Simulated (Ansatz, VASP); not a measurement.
# SnH2: VASP beside Ansatz

```
Sn H
1.0
     0.00000    3.29206    3.29206
     3.29206    0.00000    3.29206
     3.29206    3.29206    0.00000
Sn H
2 4
Direct
  0.00000 0.00000 0.00000
  0.25000 0.25000 0.25000
  0.62500 0.62500 0.12500
  0.62500 0.12500 0.62500
  0.62500 0.62500 0.62500
  0.12500 0.62500 0.62500
```

Alike in both runs: task relaxation of cell and atoms; functional r2SCAN; k mesh 8 × 8 × 8; occupations gaussian, width 0.1 eV; no spin polarisation.

```csv
,VASP,Ansatz
version,VASP 6.6.1,Ansatz 0.2.0
potentials or method,"VASP PAW PBE potentials, release 64 (Sn_d, H), cutoff 600 eV","scalar-relativistic, plane waves, PAW"
valence electrons in the cell,32,32
```

|  | VASP | Ansatz | Ansatz less VASP |
| --- | --- | --- | --- |
| gap on the k mesh at the Fermi level, each at its own relaxed structure (eV) | none | none | - |
| relaxed volume (Å³/atom) | 11.89 | 11.89 | 0.000 |
| relaxed length of the cell vector where the two differ most in proportion (Å) | 4.656 | 4.656 | 0.0000 |

VASP's potentials were made for PBE, not for r2SCAN. A gap of «none» marks a metal or a gap that the smearing closes.

Noted on VASP's run: the relaxation stopped at its first step, so nothing moved.
